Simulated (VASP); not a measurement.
# CO2 (Pbca) in VASP: notebook, part 2 of 3

VASP 6.6.1.

**3. Single point, PBEsol (normal strain along x +0.0000, normal strain along z +0.0750)**

The input, INCAR:

```
PREC     = Accurate       # precision mode
ENCUT    = 910            # plane-wave cutoff, eV
EDIFF    = 1E-6           # SCF threshold, eV
ISMEAR   = 0              # smearing method
SIGMA    = 0.05           # smearing width, eV
LREAL    = False          # projectors in reciprocal space
LASPH    = True           # aspherical terms in the spheres
NELM     = 120            # most SCF steps
ALGO     = Normal         # electronic algorithm
ISIF     = 2              # what is computed and relaxed
LWAVE    = False          # write WAVECAR
LCHARG   = False          # write CHGCAR
GGA      = PS             # functional
NBANDS   = 44             # bands
GGA_COMPAT= False
```

The input, KPOINTS:

```
Automatic mesh
0
Gamma
  4 4 4
```

The input, POSCAR:

```
CO2
1.0
    5.7999351339      0.0000000000      0.0000000000
    0.0000000000      5.7999351339      0.0000000000
    0.0000000000      0.0000000000      6.2349302689
C O
4 8
Direct
    0.0000000000      0.0000000000      0.0000000000
    0.5000000000      0.0000000000      0.5000000000
    0.5000000000      0.5000000000      0.0000000000
    0.0000000000      0.5000000000      0.5000000000
    0.1161576883      0.1161576883      0.1161576883
    0.3838423117      0.8838423117      0.6161576883
    0.6161576883      0.3838423117      0.8838423117
    0.8838423117      0.6161576883      0.3838423117
    0.8838423117      0.8838423117      0.8838423117
    0.6161576883      0.1161576883      0.3838423117
    0.3838423117      0.6161576883      0.1161576883
    0.1161576883      0.3838423117      0.6161576883
```

Potentials or basis: VASP PAW PBE potentials, release 64 (C_h, O_h).

The run is started by

```bash
$ cat potpaw_PBE.64/C_h/POTCAR potpaw_PBE.64/O_h/POTCAR > POTCAR
$ mpirun -np 1 vasp_std > vasp.out
```

OUTCAR:

```text
PREC = Accurate
   ENCUT = 910
   EDIFF = 1E-6
   ISMEAR = 0
   LREAL = False
   LASPH = True
   NELM = 120
   ISIF = 2
   GGA = PS

 ion  position               nearest neighbor table
   1  0.000  0.000  0.000-   5 1.20   9 1.20
   2  0.500  0.000  0.500-   6 1.20  10 1.20
   3  0.500  0.500  0.000-   7 1.20  11 1.20
   4  0.000  0.500  0.500-   8 1.20  12 1.20
   5  0.116  0.116  0.116-   1 1.20
   6  0.384  0.884  0.616-   2 1.20
   7  0.616  0.384  0.884-   3 1.20
   8  0.884  0.616  0.384-   4 1.20
   9  0.884  0.884  0.884-   1 1.20
  10  0.616  0.116  0.384-   2 1.20
  11  0.384  0.616  0.116-   3 1.20
  12  0.116  0.384  0.616-   4 1.20

  LATTYP: Found a simple tetragonal cell.
 ALAT       =     5.7999351339
 C/A-ratio  =     1.0750000000

  Lattice vectors:

 A1 = (   5.7999351339,   0.0000000000,   0.0000000000)
 A2 = (   0.0000000000,   5.7999351339,   0.0000000000)
 A3 = (   0.0000000000,   0.0000000000,   6.2349302689)

Analysis of symmetry for initial positions (statically):
=====================================================================
 Subroutine PRICEL returns:
 Original cell was already a primitive cell.

 Routine SETGRP: Setting up the symmetry group for a
 simple tetragonal supercell.

 Subroutine GETGRP returns: Found  8 space group operations
 (whereof  2 operations were pure point group operations)
 out of a pool of 16 trial point group operations.

The static configuration has the point symmetry S_2 .
 The point group associated with its full space group is D_2h.

Analysis of symmetry for dynamics (positions and initial velocities):
=====================================================================
 Subroutine PRICEL returns:
 Original cell was already a primitive cell.

 Routine SETGRP: Setting up the symmetry group for a
 simple tetragonal supercell.

 Subroutine GETGRP returns: Found  8 space group operations
 (whereof  2 operations were pure point group operations)
 out of a pool of 16 trial point group operations.

The dynamic configuration has the point symmetry S_2 .
 The point group associated with its full space group is D_2h.

 Subroutine INISYM returns: Found  8 space group operations
 (whereof  2 operations are pure point group operations),
 and found     1 'primitive' translations

----------------------------------------------------------------------------------------

                                     Primitive cell

  volume of cell :     209.7384

  direct lattice vectors                    reciprocal lattice vectors
     5.799935134  0.000000000  0.000000000     0.172415721  0.000000000  0.000000000
     0.000000000  5.799935134  0.000000000     0.000000000  0.172415721  0.000000000
     0.000000000  0.000000000  6.234930269     0.000000000  0.000000000  0.160386718

  length of vectors
     5.799935134  5.799935134  6.234930269     0.172415721  0.172415721  0.160386718

  position of ions in fractional coordinates (direct lattice)
     0.000000000  0.000000000  0.000000000
     0.500000000  0.000000000  0.500000000
[... 55 lines left out ...]
  0.250000  0.000000  0.000000      2.000000
  0.000000  0.250000  0.000000      2.000000
  0.500000  0.000000  0.000000      1.000000
  0.000000  0.500000  0.000000      1.000000
  0.250000  0.250000  0.000000      4.000000
[... 16 lines left out ...]
  0.000000  0.500000  0.500000      1.000000
  0.250000  0.250000  0.500000      4.000000
 [... further k-points ...]
   k-points           NKPTS =     27   k-points in BZ     NKDIM =     27   number of bands    NBANDS=     44
   number of dos      NEDOS =    301   number of ions     NIONS =     12
   total plane-waves  NPLWV = 230400
   dimension x,y,z NGX =    60 NGY =   60 NGZ =   64
   dimension x,y,z NGXF=   120 NGYF=  120 NGZF=  128
   ions per type =               4   8
   NGX,Y,Z   is equivalent  to a cutoff of  17.20, 17.20, 17.06 a.u.
   NGXF,Y,Z  is equivalent  to a cutoff of  34.40, 34.40, 34.13 a.u.
 SYSTEM =  unknown system
   PREC   = accura    normal or accurate (medium, high low for compatibility)
   ISTART =      0    job   : 0-new  1-cont  2-samecut
   ICHARG =      2    charge: 1-file 2-atom 10-const
   ISPIN  =      1    spin polarized calculation?
   LNONCOLLINEAR =      F non collinear calculations
   LSORBIT =      F    spin-orbit coupling
   LASPH  =      T    aspherical Exc in radial PAW
   ENCUT  =  910.0 eV  66.88 Ry    8.18 a.u.  14.27 14.27 15.34*2*pi/ulx,y,z
   NELM   =    120;   NELMIN=  2; NELMDL= -5     # of ELM steps
   EDIFF  = 0.1E-05   stopping-criterion for ELM
   LREAL  =      F    real-space projection
   EDIFFG = 0.1E-04   stopping-criterion for IOM
   NSW    =      0    number of steps for IOM
   IBRION =     -1    ionic relax: 0-MD 1-quasi-New 2-CG
   NFREE  =      0    steps in history (QN), initial steepest desc. (CG)
   ISIF   =      2    stress and relaxation
   ISYM   =      2    0-nonsym 1-usesym 2-fastsym
   POTIM  = 0.5000    time-step for ionic-motion
   TEBEG  =    0.0;   TEEND  =   0.0 temperature during run
   PSTRESS=    0.0 pullay stress
   NELECT =      64.0000    total number of electrons
   NUPDOWN=      -1.0000    fix difference up-down
   EMIN   =  10.00;   EMAX   =-10.00  energy-range for DOS
   EFERMI =   0.00;   METHOD = LEGACY
   ISMEAR =     0;   SIGMA  =   0.05  broadening in eV -4-tet -1-fermi 0-gaus
   EFERMI_NEDOS =   21; number of points for ismear=-14 and -15
   IALGO  =     38    algorithm
   IMIX   =      4    mixing-type and parameters
     AMIX     =   0.40;   BMIX     =  1.00
     AMIX_MAG =   1.60;   BMIX_MAG =  1.00
  volume/ion in A,a.u.               =      17.48       117.95
  Fermi-wavevector in a.u.,A,eV,Ry     =   1.102154  2.082769 16.527582  1.214743
  Thomas-Fermi vector in A             =   2.238592
   LORBIT       =      0    0 simple, 1 ext, 2 COOP (PROOUT), +10 PAW based schemes
   GGA     = PS    functional components
   LHFCALC =     F    Hartree Fock is set to
   AEXX    =    0.0000 exact exchange contribution
   IVDW    =     0    specifies the selected vdW correction
   LEPSILON=     F    determine dielectric tensor
   LRPA    =     F    only Hartree local field effects (RPA)
 non-spin polarized calculation
 Gauss-broadening in eV      SIGMA  =   0.05
  energy-cutoff  :      910.00
  volume of cell :      209.74
 maximum number of plane-waves:     13144
 NGX is ok and might be reduce to    60
   NGX = 29   NGY = 29   NGZ = 31

 number of electron      63.9999998 magnetization

 Free energy of the ion-electron system (eV)
  ---------------------------------------------------
  ext. energy  EPLUGINS =         0.00000000
  ---------------------------------------------------
  free energy    TOTEN  =       -96.04539184 eV

  energy without entropy =      -96.04539184  energy(sigma->0) =      -96.04539184

 E-fermi :  -3.8093     XC(G=0):  -7.2113

 val. band max:       -4.0236751345   @ k =   0.0000   0.0000   0.0000
 cond. band min:       2.3652430906   @ k =   0.0000   0.0000   0.0000
 fundamental gap:      6.3889182251
 Fermi energy:        -3.8093486355

 k-point     1 :       0.0000    0.0000    0.0000
  band No.  band energies     occupation
      1     -24.0483      2.00000
      2     -23.9385      2.00000
      3     -23.9179      2.00000
      4     -23.9151      2.00000
      5     -22.9845      2.00000
      6     -22.9677      2.00000
[... 1117 lines left out ...]
     43       5.6711      0.00000
     44       5.6711      0.00000

 [... further k-points ...]
[... 5 lines left out ...]
  --------------------------------------------------------------------------------------
  -------------------------------------------------------------------------------------
  Total       -8.8206857     -8.7791242    -10.4444939      0.0000000      0.0000000      0.0000000
  in kB      -67.3806283    -67.0631431    -79.7847909      0.0000000      0.0000000      0.0000000
  external PRESSURE =     -71.4095208 kB  Pullay stress =       0.0000000 kB

 VOLUME and BASIS-vectors are now :
 -----------------------------------------------------------------------------
  energy-cutoff  :      910.00
  volume of cell :      209.74
      direct lattice vectors                 reciprocal lattice vectors
     5.799935134  0.000000000  0.000000000     0.172415721  0.000000000  0.000000000
     0.000000000  5.799935134  0.000000000     0.000000000  0.172415721  0.000000000
     0.000000000  0.000000000  6.234930269     0.000000000  0.000000000  0.160386718

 POSITION                                       TOTAL-FORCE (eV/Angst)
 -----------------------------------------------------------------------------------
      0.00000      0.00000      0.00000         0.000000      0.000000      0.000000
      2.89997      0.00000      3.11747         0.000000      0.000000      0.000000
      2.89997      2.89997      0.00000         0.000000      0.000000      0.000000
      0.00000      2.89997      3.11747         0.000000      0.000000      0.000000
      0.67371      0.67371      0.72424        -1.538400     -1.527351     -1.661304
      2.22626      5.12623      3.84170         1.538400      1.527351     -1.661304
      3.57367      2.22626      5.51070        -1.538400      1.527351      1.661304
      5.12623      3.57367      2.39323         1.538400     -1.527351      1.661304
      5.12623      5.12623      5.51070         1.538400      1.527351      1.661304
      3.57367      0.67371      2.39323        -1.538400     -1.527351      1.661304
      2.22626      3.57367      0.72424         1.538400     -1.527351     -1.661304
      0.67371      2.22626      3.84170        -1.538400      1.527351     -1.661304
 -----------------------------------------------------------------------------------
    total drift:                                0.000000     -0.000000      0.000000

  FREE ENERGIE OF THE ION-ELECTRON SYSTEM (eV)
  ---------------------------------------------------
  free  energy   TOTEN  =       -96.0453918408 eV

  energy  without entropy=      -96.0453918408  energy(sigma->0) =      -96.04539184
```

Wall time 18 min (1 thread of Intel Xeon Platinum 8259CL at 2.50GHz (Skylake/Cascade Lake), shared host); peak memory 0.76 GiB.

What came out:

```
Free energy            : -96.0454 eV
Pressure               : -7.1 GPa
Largest force          : 2.731 eV/Å
Band gap on the k mesh : 6.39 eV
```

Forces in eV/Å, atoms in the order of the input:
```
C    0.000  0.000  0.000
C    0.000  0.000  0.000
C    0.000  0.000  0.000
C    0.000  0.000  0.000
O   -1.538 -1.527 -1.661
O    1.538  1.527 -1.661
O   -1.538  1.527  1.661
O    1.538 -1.527  1.661
O    1.538  1.527  1.661
O   -1.538 -1.527  1.661
O    1.538 -1.527 -1.661
O   -1.538  1.527 -1.661
```

Levels at points of the mesh, in eV from the valence-band top:
```tsv
k point	band 28	band 29	band 30	band 31	band 32	band 33	band 34	band 35	band 36	band 37
(0.00, 0.00, 0.00)	-0.20	-0.18	-0.17	-0.11	0.00	6.39	7.57	7.65	7.70	7.75
(0.50, 0.00, 0.00)	-0.29	-0.25	-0.25	-0.12	-0.12	7.64	7.64	7.73	7.73	7.86
(0.00, 0.50, 0.00)	-0.29	-0.24	-0.24	-0.11	-0.11	7.56	7.56	7.77	7.77	7.87
(0.50, 0.50, 0.00)	-0.28	-0.23	-0.23	-0.23	-0.23	7.58	7.58	7.58	7.58	8.12
(0.00, 0.00, 0.50)	-0.30	-0.27	-0.27	-0.08	-0.08	7.59	7.59	7.60	7.60	7.82
(0.50, 0.00, 0.50)	-0.29	-0.22	-0.22	-0.22	-0.22	7.61	7.61	7.61	7.61	8.08
(0.00, 0.50, 0.50)	-0.28	-0.24	-0.24	-0.24	-0.24	7.59	7.59	7.59	7.59	8.08
(0.50, 0.50, 0.50)	-0.31	-0.23	-0.23	-0.23	-0.23	7.60	7.60	7.60	7.60	8.26
```

Caveat: the cell differs from its parent crystal (normal strain along x +0.0000, normal strain along z +0.0750); the cell stands under tension; this functional lacks dispersion, which holds the molecules together, so the pressure and a relaxed volume are unreliable; the PAW data sets were made with another functional, which shifts forces and pressure a little.

**4. Single point, PBEsol (normal strain along x +0.0000, normal strain along z +0.1500)**

The input, INCAR:

```
ALGO     = Normal         # electronic algorithm
EDIFF    = 1E-6           # SCF threshold, eV
ENCUT    = 520            # plane-wave cutoff, eV
GGA      = PS             # functional
ISIF     = 2              # what is computed and relaxed
ISMEAR   = 0              # smearing method
LASPH    = True           # aspherical terms in the spheres
LCHARG   = False          # write CHGCAR
LREAL    = False          # projectors in reciprocal space
LWAVE    = False          # write WAVECAR
NBANDS   = 44             # bands
NELM     = 100            # most SCF steps
PREC     = Accurate       # precision mode
SIGMA    = 0.05           # smearing width, eV
```

The input, KPOINTS:

```
k-points
0
Gamma
  4 4 4
```

Edit POSCAR of step 3 so:

```diff
@@ -4,3 +4,3 @@
     0.0000000000      5.7999351339      0.0000000000
-    0.0000000000      0.0000000000      6.2349302689
+    0.0000000000      0.0000000000      6.6699254040
 C O
```

Potentials or basis: VASP PAW PBE potentials, release 64 (C, O).

The run is started by

```bash
$ cat potpaw_PBE.64/C/POTCAR potpaw_PBE.64/O/POTCAR > POTCAR
$ mpirun -np 1 vasp_std > vasp.out
```

Run time: 2.9 min. Hardware: 1 thread of Intel Xeon Platinum 8488C (Sapphire Rapids), shared host; peak memory 0.42 GiB.

It converged, with:

```yaml
Free_energy: -94.2205 eV
Pressure: -11.2 GPa
Largest_force: 4.671 eV/Å
Band_gap_on_the_k_mesh: 6.07 eV
```

Forces in eV/Å, atoms in the order of the input:
```
C    0.000  0.000  0.000
C    0.000  0.000  0.000
C    0.000  0.000  0.000
C    0.000  0.000  0.000
O   -2.563 -2.545 -2.962
O    2.563  2.545 -2.962
O   -2.563  2.545  2.962
O    2.563 -2.545  2.962
O    2.563  2.545  2.962
O   -2.563 -2.545  2.962
O    2.563 -2.545 -2.962
O   -2.563  2.545 -2.962
```

Stress tensor (GPa, compression positive):
```
-10.08   0.00   0.00
  0.00  -9.99   0.00
  0.00   0.00 -13.61
```

Levels at points of the mesh, in eV from the valence-band top:
```csv
k point,band 28,band 29,band 30,band 31,band 32,band 33,band 34,band 35,band 36,band 37
"(0.00, 0.00, 0.00)",-0.23,-0.19,-0.18,-0.17,0.00,6.07,7.02,7.14,7.17,7.23
"(0.50, 0.00, 0.00)",-0.30,-0.25,-0.25,-0.16,-0.16,7.18,7.18,7.23,7.23,7.44
"(0.00, 0.50, 0.00)",-0.29,-0.24,-0.24,-0.14,-0.14,7.05,7.05,7.32,7.32,7.41
"(0.50, 0.50, 0.00)",-0.30,-0.23,-0.23,-0.23,-0.23,7.08,7.08,7.08,7.08,7.57
"(0.00, 0.00, 0.50)",-0.31,-0.28,-0.28,-0.09,-0.09,7.09,7.09,7.12,7.12,7.26
"(0.50, 0.00, 0.50)",-0.31,-0.22,-0.22,-0.22,-0.22,7.14,7.14,7.14,7.14,7.49
"(0.00, 0.50, 0.50)",-0.30,-0.23,-0.23,-0.23,-0.23,7.12,7.12,7.12,7.12,7.49
"(0.50, 0.50, 0.50)",-0.34,-0.21,-0.21,-0.21,-0.21,7.10,7.10,7.10,7.10,7.66
```

Caveat: the cell differs from its parent crystal (normal strain along x +0.0000, normal strain along z +0.1500); the cell stands under tension; this functional lacks dispersion, which holds the molecules together, so the pressure and a relaxed volume are unreliable; the PAW data sets were made with another functional, which shifts forces and pressure a little. A k mesh can miss the band edges.

**5. Single point, PBEsol (normal strain along x +0.1100, normal strain along z +0.0750)**

The input, INCAR:

```
PREC     = Accurate       # precision mode
ENCUT    = 520            # plane-wave cutoff, eV
EDIFF    = 1E-7           # SCF threshold, eV
ISMEAR   = 0              # smearing method
SIGMA    = 0.05           # smearing width, eV
LREAL    = F              # projectors in reciprocal space
LASPH    = T              # aspherical terms in the spheres
NELM     = 100            # most SCF steps
ALGO     = Normal         # electronic algorithm
ISIF     = 2              # what is computed and relaxed
LWAVE    = F              # write WAVECAR
LCHARG   = T              # write CHGCAR
GGA      = PS             # functional
LELF     = T              # ELF
LVHAR    = T            
NBANDS   = 44             # bands
```

The input, KPOINTS:

```
regular mesh
0
Gamma
  4 4 4
```

Edit POSCAR of step 4 so:

```diff
@@ -2,5 +2,5 @@
 1.0
-    5.7999351339      0.0000000000      0.0000000000
+    6.4379279986      0.0000000000      0.0000000000
     0.0000000000      5.7999351339      0.0000000000
-    0.0000000000      0.0000000000      6.6699254040
+    0.0000000000      0.0000000000      6.2349302689
 C O
```

The run is started by

```bash
$ cat potpaw_PBE.64/C/POTCAR potpaw_PBE.64/O/POTCAR > POTCAR
$ mpirun -np 1 vasp_std > vasp.out
```

Wall time 3.3 min (1 thread of Intel Xeon Platinum 8488C (Sapphire Rapids), shared host); peak memory 0.42 GiB.

Results (log left out):

```yaml
Free_energy: -93.7397 eV
Pressure: -12.8 GPa
Largest_force: 5.469 eV/Å
Band_gap_on_the_k_mesh: 6.01 eV
```

Forces on the atoms (eV/Å):
```
C    0.000  0.000  0.000
C    0.000  0.000  0.000
C    0.000  0.000  0.000
C    0.000  0.000  0.000
O   -3.308 -2.964 -3.191
O    3.308  2.964 -3.191
O   -3.308  2.964  3.191
O    3.308 -2.964  3.191
O    3.308  2.964  3.191
O   -3.308 -2.964  3.191
O    3.308 -2.964 -3.191
O   -3.308  2.964 -3.191
```

Stress tensor (GPa, compression positive):
```
-14.03   0.00   0.00
  0.00 -11.25   0.00
  0.00   0.00 -13.14
```

Levels at points of the mesh, in eV from the valence-band top:
| k point | band 30 | band 31 | band 32 | band 33 | band 34 | band 35 |
| --- | --- | --- | --- | --- | --- | --- |
| (0.00, 0.00, 0.00) | -0.15 | -0.12 | 0.00 | 6.01 | 6.93 | 7.00 |
| (0.50, 0.00, 0.00) | -0.23 | -0.09 | -0.09 | 7.00 | 7.00 | 7.07 |
| (0.00, 0.50, 0.00) | -0.21 | -0.13 | -0.13 | 7.00 | 7.00 | 7.13 |
| (0.50, 0.50, 0.00) | -0.18 | -0.18 | -0.18 | 6.99 | 6.99 | 6.99 |
| (0.00, 0.00, 0.50) | -0.21 | -0.08 | -0.08 | 6.94 | 6.94 | 7.14 |
| (0.50, 0.00, 0.50) | -0.22 | -0.22 | -0.22 | 6.99 | 6.99 | 6.99 |
| (0.00, 0.50, 0.50) | -0.20 | -0.20 | -0.20 | 6.96 | 6.96 | 6.96 |
| (0.50, 0.50, 0.50) | -0.19 | -0.19 | -0.19 | 6.97 | 6.97 | 6.97 |

Caveat: the cell differs from its parent crystal (normal strain along x +0.1100, normal strain along z +0.0750); the cell stands under tension; this functional lacks dispersion, which holds the molecules together, so the pressure and a relaxed volume are unreliable; the PAW data sets were made with another functional, which shifts forces and pressure a little. A k mesh can miss the band edges.

(Continued in part 3 of 3.)
